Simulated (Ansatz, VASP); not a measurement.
**One calculation of CdS, two programs**

```
Cd S
1.0
     3.41602    0.00000    0.00000
     0.00000    3.41602    0.00000
     0.00000    0.00000    4.47743
Cd S
1 1
Direct
  0.50000 0.50000 0.50000
  0.00000 0.00000 0.00000
```

Alike in both runs: task single point; functional r2SCAN; k mesh 6 × 6 × 4; occupations gaussian, width 0.1 eV; no spin polarisation.

|  | VASP | Ansatz |
| --- | --- | --- |
| version | VASP 6.6.1 | Ansatz 0.2.0 |
| potentials or method | VASP PAW PBE potentials, release 64 (Cd, S), cutoff 520 eV | scalar-relativistic, plane waves, PAW |
| valence electrons in the cell | 18 | 26 |

```csv
,VASP,Ansatz,Ansatz less VASP
gap on the k mesh at the Fermi level (eV),none,none,-
pressure (GPa),-10.2,-10.3,-0.08
"traceless stress, the component that is largest in VASP (GPa)",-8.34,-8.41,-0.070
```

VASP's potentials were made for PBE, not for r2SCAN. A gap of «none» marks a metal or a gap that the smearing closes. With one functional, cell and mesh, what is left measures potentials, basis and numerics. VASP's potentials hold 18 valence electrons a cell and Ansatz's 26, so a difference there can come from the potentials and not from the codes.
